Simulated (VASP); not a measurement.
CaS: relaxation of cell and atoms with r2SCAN

CaS:

```
Ca S
1.0
     2.84300    2.84300    0.00000
    -2.84300    2.84300    0.00000
     0.00000    2.84300    2.84300
Ca S
1 1
Direct
  0.00000 0.00000 0.00000
  0.50000 0.50000 0.00000
```

```
Program                : VASP 6.6.1
Task                   : relaxation of cell and atoms
Functional             : r2SCAN
Potentials or basis    : VASP PAW PBE potentials, release 64 (Ca_sv, S)
Cutoff                 : 550 eV
k mesh                 : 12 × 12 × 12
Occupations            : fermi-dirac, width 0.1 eV
Spin                   : no spin polarisation
Dipole correction      : no
Further INCAR settings : ALGO = Normal; EDIFF = 1e-07; IBRION = 2; EDIFFG = -0.002; NSW = 100; ISIF = 3
```

The relaxed volume is 23.21 Å³/atom. The relaxed cell is a = 4.034 Å, b = 4.034 Å, c = 4.034 Å, α = 60.00°, β = 60.00°, γ = 90.00° and the space group after relaxing (to 0.1 Å) is Fm-3m (No. 225). The energy gained by relaxing is 0.4 meV/atom, the ionic steps are 3 and the pressure after relaxing is 0.0 GPa. The band gap on the k mesh is 2.82 eV (least direct gap 3.64 eV).

Step by step:
| step | energy change (eV) | largest force (eV/Å) | pressure (GPa) | volume (Å³) |
| --- | --- | --- | --- | --- |
| 1 | 0.0000 | 0.0000 | 0.63 | 45.96 |
| 2 | -0.0008 | 0.0000 | -0.18 | 46.56 |
| 3 | -0.0009 | 0.0000 | 0.00 | 46.42 |

Final structure:
```
Ca S
1.0
     2.85245    2.85245    0.00000
    -2.85245    2.85245    0.00000
     0.00000    2.85245    2.85245
Ca S
1 1
Direct
  0.00000 0.00000 0.00000
  0.50000 0.50000 0.00000
```

Levels at points of the mesh, in eV from the valence-band top:
| k point | band 5 | band 6 | band 7 | band 8 | band 9 | band 10 | band 11 | band 12 |
| --- | --- | --- | --- | --- | --- | --- | --- | --- |
| (0.00, 0.00, 0.00) | -11.78 | 0.00 | 0.00 | 0.00 | 4.67 | 4.67 | 4.67 | 4.89 |
| (0.50, 0.00, 0.00) | -10.96 | -3.09 | -1.15 | -1.15 | 5.78 | 6.67 | 6.80 | 6.80 |
| (0.50, 0.50, 0.00) | -11.14 | -2.30 | -0.82 | -0.82 | 2.82 | 6.17 | 6.75 | 7.39 |

Run time: 8.5 min on 1 thread of Oxide Virtual Turin-like Processor (shared host), peak memory 0.18 GiB.

Caveat: the PAW data sets were made with another functional, which shifts forces and pressure a little. A k mesh can miss the band edges.
